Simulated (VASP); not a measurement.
# TiC (Fm-3m) in VASP: further runs

The runs below take TiC through single point, with r2SCAN.

Everything below comes from runs of VASP 6.6.1. Logs are shortened: lines on timing, memory, paths and dates and some standing lists are left out, and cuts for length are marked.

### 1 The cell of the first run

Symmetry: Fm-3m, No. 225, cubic system. The conventional cell has a = 4.239 Å, b = 4.239 Å, c = 4.239 Å, α = 90.00°, β = 90.00°, γ = 90.00°. Ti (site symmetry m-3m) has 6 C at 2.12 Å within 2.8 Å. C (site symmetry m-3m) has 6 Ti at 2.12 Å within 2.8 Å.

### 2 Single point, r2SCAN (volume scaled by 0.94)

Input file POSCAR:

```
TiC
1.0
    0.0000000000      2.1197324530      2.1197324530
    2.1197324530      0.0000000000      2.1197324530
    2.1197324530      2.1197324530      0.0000000000
Ti C
1 1
Direct
    0.0000000000      0.0000000000      0.0000000000
    0.5000000000      0.5000000000      0.5000000000
```

Input file INCAR.step1:

```
ALGO = Normal ; EDIFF = 1E-4
ENCUT = 520 ; GGA = PE
ISMEAR = 0 ; LASPH = True
LCHARG = False ; LREAL = False
LWAVE = True ; NBANDS = 15
NELM = 60 ; PREC = Accurate
SIGMA = 0.1
```

Input file INCAR.step2:

```
ALGO = Normal ; EDIFF = 1E-6
ENCUT = 520 ; ISIF = 2
ISMEAR = 0 ; ISTART = 1
LASPH = True ; LCHARG = False
LMIXTAU = True ; LREAL = False
LWAVE = False ; METAGGA = R2SCAN
NBANDS = 15 ; NELM = 60
PREC = Accurate ; SIGMA = 0.1
```

Input file KPOINTS:

```
k-points
0
Gamma
  16 16 16
```

Potentials or basis: VASP PAW PBE potentials, release 64 (Ti_sv, C).

Started as:

```sh
$ cat potpaw_PBE.64/Ti_sv/POTCAR potpaw_PBE.64/C/POTCAR > POTCAR
$ cp INCAR.step1 INCAR
$ mpirun -np 1 vasp_std > vasp.out
$ cp INCAR.step2 INCAR
$ mpirun -np 1 vasp_std > vasp.out
```

OUTCAR:

```text
EDIFF = 1E-6
   ENCUT = 520
   ISIF = 2
   ISMEAR = 0
   ISTART = 1
   LASPH = True
   LREAL = False
   METAGGA = R2SCAN
   NELM = 60
   PREC = Accurate

 ion  position               nearest neighbor table
   1  0.000  0.000  0.000-   2 2.12   2 2.12   2 2.12   2 2.12   2 2.12   2 2.12
   2  0.500  0.500  0.500-   1 2.12   1 2.12   1 2.12   1 2.12   1 2.12   1 2.12

  LATTYP: Found a face centered cubic cell.
 ALAT       =     4.2394649060

  Lattice vectors:

 A1 = (   0.0000000000,   2.1197324530,   2.1197324530)
 A2 = (   2.1197324530,   0.0000000000,   2.1197324530)
 A3 = (   2.1197324530,   2.1197324530,   0.0000000000)

Analysis of symmetry for initial positions (statically):
=====================================================================
 Subroutine PRICEL returns:
 Original cell was already a primitive cell.

 Routine SETGRP: Setting up the symmetry group for a
 face centered cubic supercell.

 Subroutine GETGRP returns: Found 48 space group operations
 (whereof 48 operations were pure point group operations)
 out of a pool of 48 trial point group operations.

The static configuration has the point symmetry O_h .

Analysis of symmetry for dynamics (positions and initial velocities):
=====================================================================
 Subroutine PRICEL returns:
 Original cell was already a primitive cell.

 Routine SETGRP: Setting up the symmetry group for a
 face centered cubic supercell.

 Subroutine GETGRP returns: Found 48 space group operations
 (whereof 48 operations were pure point group operations)
 out of a pool of 48 trial point group operations.

The dynamic configuration has the point symmetry O_h .

 Subroutine INISYM returns: Found 48 space group operations
 (whereof 48 operations are pure point group operations),
 and found     1 'primitive' translations

----------------------------------------------------------------------------------------

                                     Primitive cell

  volume of cell :      19.0490

  direct lattice vectors                    reciprocal lattice vectors
     0.000000000  2.119732453  2.119732453    -0.235878825  0.235878825  0.235878825
     2.119732453  0.000000000  2.119732453     0.235878825 -0.235878825  0.235878825
     2.119732453  2.119732453  0.000000000     0.235878825  0.235878825 -0.235878825

  length of vectors
     2.997754384  2.997754384  2.997754384     0.408554109  0.408554109  0.408554109

  position of ions in fractional coordinates (direct lattice)
     0.000000000  0.000000000  0.000000000
     0.500000000  0.500000000  0.500000000

  ion indices of the primitive-cell ions
   primitive index   ion index
[... 82 lines left out ...]
   POTIM  = 0.5000    time-step for ionic-motion
   TEBEG  =    0.0;   TEEND  =   0.0 temperature during run
   PSTRESS=    0.0 pullay stress
   NELECT =      16.0000    total number of electrons
   NUPDOWN=      -1.0000    fix difference up-down
   EMIN   =  10.00;   EMAX   =-10.00  energy-range for DOS
   EFERMI =   0.00;   METHOD = LEGACY
   ISMEAR =     0;   SIGMA  =   0.10  broadening in eV -4-tet -1-fermi 0-gaus
   EFERMI_NEDOS =   21; number of points for ismear=-14 and -15
   IALGO  =     38    algorithm
   IMIX   =      4    mixing-type and parameters
     AMIX     =   0.40;   BMIX     =  1.00
     AMIX_MAG =   1.60;   BMIX_MAG =  1.00
  volume/ion in A,a.u.               =       9.52        64.27
  Fermi-wavevector in a.u.,A,eV,Ry     =   1.544628  2.918923 32.461790  2.385874
  Thomas-Fermi vector in A             =   2.650121
   LORBIT       =      0    0 simple, 1 ext, 2 COOP (PROOUT), +10 PAW based schemes
   METAGGA = R2SCAN    functional components
   LHFCALC =     F    Hartree Fock is set to
   AEXX    =    0.0000 exact exchange contribution
   IVDW    =     0    specifies the selected vdW correction
   LEPSILON=     F    determine dielectric tensor
   LRPA    =     F    only Hartree local field effects (RPA)
 non-spin polarized calculation
 Gauss-broadening in eV      SIGMA  =   0.10
  energy-cutoff  :      520.00
  volume of cell :       19.05
 maximum number of plane-waves:       533
 NGX is ok and might be reduce to    24
   NGX = 11   NGY = 11   NGZ = 11

 number of electron      16.0000002 magnetization

 Free energy of the ion-electron system (eV)
  ---------------------------------------------------
  ext. energy  EPLUGINS =         0.00000000
  ---------------------------------------------------
  free energy    TOTEN  =       -24.79376119 eV

  energy without entropy =      -24.79183338  energy(sigma->0) =      -24.79279728

 E-fermi :  10.2576     XC(G=0): -13.9673

 val. band max:       10.2082818635   @ k =   0.3750   0.3125   0.0000
 cond. band min:      10.2592342279   @ k =   0.1250   0.0625   0.0000
 fundamental gap:      0.0509523644
 Fermi energy:        10.2576248746

 k-point     1 :       0.0000    0.0000    0.0000
  band No.  band energies     occupation
      1     -48.5093      2.00000
      2     -23.4501      2.00000
      3     -23.4500      2.00000
      4     -23.4500      2.00000
      5      -3.2442      2.00000
      6      11.1582      0.00000
      7      11.1582      0.00000
      8      11.1582      0.00000
      9      12.0152      0.00000
     10      12.0152      0.00000
     11      12.0152      0.00000
     12      12.1309      0.00000
     13      12.1309      0.00000
     14      22.4673      0.00000
[... 401 lines left out ...]
      2     -23.5119      2.00000
      3     -23.4667      2.00000
      4     -23.4510      2.00000
      5      -2.9845      2.00000
      6       9.9968      1.99977
      7      10.1166      1.95383
      8      10.2779      0.77416
      9      11.2841      0.00000
     10      11.8437      0.00000
     11      12.7587      0.00000
     12      13.3979      0.00000
     13      14.3327      0.00000
     14      22.8892      0.00000
     15      25.4644      0.00000

 [... further k-points ...]
[... 5 lines left out ...]
  --------------------------------------------------------------------------------------
  -------------------------------------------------------------------------------------
  Total        2.3090160      2.3090160      2.3090160     -0.0000000      0.0000000      0.0000000
  in kB      194.2067776    194.2067776    194.2067776     -0.0000000      0.0000000      0.0000000
  external PRESSURE =     194.2067776 kB  Pullay stress =       0.0000000 kB

 VOLUME and BASIS-vectors are now :
 -----------------------------------------------------------------------------
  energy-cutoff  :      520.00
  volume of cell :       19.05
      direct lattice vectors                 reciprocal lattice vectors
     0.000000000  2.119732453  2.119732453    -0.235878825  0.235878825  0.235878825
     2.119732453  0.000000000  2.119732453     0.235878825 -0.235878825  0.235878825
     2.119732453  2.119732453  0.000000000     0.235878825  0.235878825 -0.235878825

 POSITION                                       TOTAL-FORCE (eV/Angst)
 -----------------------------------------------------------------------------------
      0.00000      0.00000      0.00000        -0.000000     -0.000000     -0.000000
      2.11973      2.11973      2.11973         0.000000      0.000000      0.000000
 -----------------------------------------------------------------------------------
    total drift:                                0.000000     -0.000000     -0.000000

  FREE ENERGIE OF THE ION-ELECTRON SYSTEM (eV)
  ---------------------------------------------------
  free  energy   TOTEN  =       -24.7937611886 eV

  energy  without entropy=      -24.7918333754  energy(sigma->0) =      -24.79279728
```

It took 1.9 min on 1 thread of AMD EPYC 9R45 (Zen 5), shared host; peak memory 0.14 GiB.

Results:

```yaml
Free_energy: -24.7938 eV
Pressure: 19.4 GPa
Band_gap_on_the_k_mesh: zero (band 8 reaches 11.16 eV, above the bottom of band 9 at 9.80 eV)
```

Caveat: the cell differs from its parent crystal (volume scaled by 0.94); the PAW data sets were made with another functional, which shifts forces and pressure a little.

### 3 Single point, r2SCAN (volume scaled by 0.97)

Input file POSCAR:

```
TiC
1.0
    0.0000000000      2.1420470661      2.1420470661
    2.1420470661      0.0000000000      2.1420470661
    2.1420470661      2.1420470661      0.0000000000
Ti C
1 1
Direct
    0.0000000000      0.0000000000      0.0000000000
    0.5000000000      0.5000000000      0.5000000000
```

Input file INCAR.step1:

```
SYSTEM = TiC
PREC = Accurate ; ENCUT = 520
ISMEAR = 0 ; SIGMA = 0.1
LREAL = .False. ; LASPH = .True.
NELM = 100 ; NBANDS = 15
GGA = PE ; ALGO = Normal
EDIFF = 1E-4 ; LWAVE = .True.
LCHARG = .False.
```

Input file INCAR.step2:

```
SYSTEM = TiC
PREC = Accurate ; ENCUT = 520
EDIFF = 1E-6 ; ISMEAR = 0
SIGMA = 0.1 ; LREAL = .False.
LASPH = .True. ; NELM = 100
ALGO = Normal ; ISIF = 2
LWAVE = .False. ; LCHARG = .True.
METAGGA = R2SCAN ; LMIXTAU = .True.
LELF = .True. ; LVHAR = .True.
NBANDS = 15 ; ISTART = 1
```

Input file KPOINTS:

```
regular mesh
0
Gamma
  16 16 16
  0 0 0
```

Potentials or basis: VASP PAW PBE potentials, release 64 (Ti_sv, C).

Started as:

```sh
$ cat potpaw_PBE.64/Ti_sv/POTCAR potpaw_PBE.64/C/POTCAR > POTCAR
$ cp INCAR.step1 INCAR
$ mpirun -np 1 vasp_std > vasp.out
$ cp INCAR.step2 INCAR
$ mpirun -np 1 vasp_std > vasp.out
```

It took 2 min on 1 thread of AMD EPYC 9R45 (Zen 5), shared host; peak memory 0.14 GiB.

The run converged. Its results:

| Quantity | Value |
| --- | --- |
| Free energy | -24.8488 eV |
| Pressure | 9.5 GPa |
| Band gap on the k mesh | zero (band 8 reaches 10.76 eV, above the bottom of band 9 at 9.42 eV) |

Levels at points of the mesh, in eV from the Fermi level:
```
           k point  band 4  band 5  band 6  band 7  band 8  band 9  band 10  band 11  band 12  band 13
(0.00, 0.00, 0.00)  -33.83  -13.36    0.89    0.89    0.89    1.71     1.71     1.71     1.80     1.80
(0.50, 0.00, 0.00)  -33.88   -9.69   -6.24   -3.24   -3.24    3.29     3.29     4.58     8.86     8.86
(0.50, 0.50, 0.00)  -34.02  -11.07   -3.70   -1.61   -0.11   -0.11     2.87     3.95     3.95     6.29
```

Caveat: the cell differs from its parent crystal (volume scaled by 0.97); the PAW data sets were made with another functional, which shifts forces and pressure a little.

### 4 Single point, r2SCAN

This run uses another cell than the first one, of 10.07 Å³/atom, 1.057 times its volume.

Input file POSCAR:

```
TiC
1.0
    0.0000000000      2.1593000000      2.1593000000
    2.1593000000      0.0000000000      2.1593000000
    2.1593000000      2.1593000000      0.0000000000
Ti C
1 1
Direct
    0.0000000000      0.0000000000      0.0000000000
    0.5000000000      0.5000000000      0.5000000000
```

Input file INCAR.step1:

```
ALGO = Normal
EDIFF = 1E-4
ENCUT = 520
GGA = PE
ISMEAR = 0
LASPH = T
LCHARG = F
LREAL = F
LWAVE = T
NBANDS = 15
NELM = 60
PREC = Accurate
SIGMA = 0.1
```

Input file INCAR.step2:

```
ALGO = Normal
EDIFF = 1E-6
ENCUT = 520
ISIF = 2
ISMEAR = 0
ISTART = 1
LASPH = T
LCHARG = F
LMIXTAU = T
LREAL = F
LWAVE = F
METAGGA = R2SCAN
NBANDS = 15
NELM = 60
PREC = Accurate
SIGMA = 0.1
```

Input file KPOINTS:

```
k-points
0
Gamma
  16 16 16
```

Started as:

```sh
$ cat potpaw_PBE.64/Ti_sv/POTCAR potpaw_PBE.64/C/POTCAR > POTCAR
$ cp INCAR.step1 INCAR
$ mpirun -np 1 vasp_std > vasp.out
$ cp INCAR.step2 INCAR
$ mpirun -np 1 vasp_std > vasp.out
```

It took 1.9 min on 1 thread of AMD EPYC 9R45 (Zen 5), shared host; peak memory 0.15 GiB.

Results (log left out):

- Free energy: -24.8673 eV
- Pressure: 2.7 GPa
- Band gap on the k mesh: zero (band 8 reaches 10.46 eV, above the bottom of band 9 at 9.14 eV)

Levels at points of the mesh, in eV from the Fermi level:
```tsv
k point	band 6	band 7	band 8	band 9	band 10	band 11
(0.00, 0.00, 0.00)	0.87	0.87	0.87	1.68	1.68	1.68
(0.50, 0.00, 0.00)	-6.13	-3.15	-3.15	3.18	3.18	4.44
(0.50, 0.50, 0.00)	-3.69	-1.54	-0.13	-0.13	2.77	3.82
```

Caveat: the PAW data sets were made with another functional, which shifts forces and pressure a little.

### 5 Single point, r2SCAN

This run uses another cell than the first one, of 10.13 Å³/atom, 1.064 times its volume.

Input file POSCAR:

```
TiC
1.0
    0.0000000000      2.1639061989      2.1639061989
    2.1639061989      0.0000000000      2.1639061989
    2.1639061989      2.1639061989      0.0000000000
Ti C
1 1
Direct
    0.0000000000      0.0000000000      0.0000000000
    0.5000000000      0.5000000000      0.5000000000
```

Input file INCAR.step1:

```
SYSTEM = TiC
  PREC = Accurate
  ENCUT = 520
  ISMEAR = 0
  SIGMA = 0.1
  LREAL = .False.
  LASPH = .True.
  NELM = 60
  NBANDS = 15
  GGA = PE
  ALGO = Normal
  EDIFF = 1E-4
  LWAVE = .True.
  LCHARG = .False.
```

Input file INCAR.step2:

```
SYSTEM = TiC
  PREC = Accurate
  ENCUT = 520
  EDIFF = 1E-6
  ISMEAR = 0
  SIGMA = 0.1
  LREAL = .False.
  LASPH = .True.
  NELM = 60
  ALGO = Normal
  ISIF = 2
  LWAVE = .False.
  LCHARG = .True.
  METAGGA = R2SCAN
  LMIXTAU = .True.
  LELF = .True.
  LVHAR = .True.
  NBANDS = 15
  ISTART = 1
```

Input file KPOINTS:

```
regular mesh
0
Gamma
  16 16 16
  0 0 0
```

Started as:

```sh
$ cat potpaw_PBE.64/Ti_sv/POTCAR potpaw_PBE.64/C/POTCAR > POTCAR
$ cp INCAR.step1 INCAR
$ mpirun -np 1 vasp_std > vasp.out
$ cp INCAR.step2 INCAR
$ mpirun -np 1 vasp_std > vasp.out
```

Wall time 1.9 min (1 thread of AMD EPYC 9R45 (Zen 5), shared host); peak memory 0.15 GiB.

It converged, with:

```
Free energy            : -24.8688 eV
Pressure               : 0.9 GPa
Band gap on the k mesh : zero (band 8 reaches 10.38 eV, above the bottom of band 9 at 9.07 eV)
```

Levels at points of the mesh, in eV from the Fermi level:
| k point | band 6 | band 7 | band 8 | band 9 | band 10 | band 11 |
| --- | --- | --- | --- | --- | --- | --- |
| (0.00, 0.00, 0.00) | 0.87 | 0.87 | 0.87 | 1.67 | 1.67 | 1.67 |
| (0.50, 0.00, 0.00) | -6.10 | -3.13 | -3.13 | 3.16 | 3.16 | 4.40 |
| (0.50, 0.50, 0.00) | -3.68 | -1.52 | -0.14 | -0.14 | 2.75 | 3.79 |

Caveat: the PAW data sets were made with another functional, which shifts forces and pressure a little.

[end of part 1 of 2]
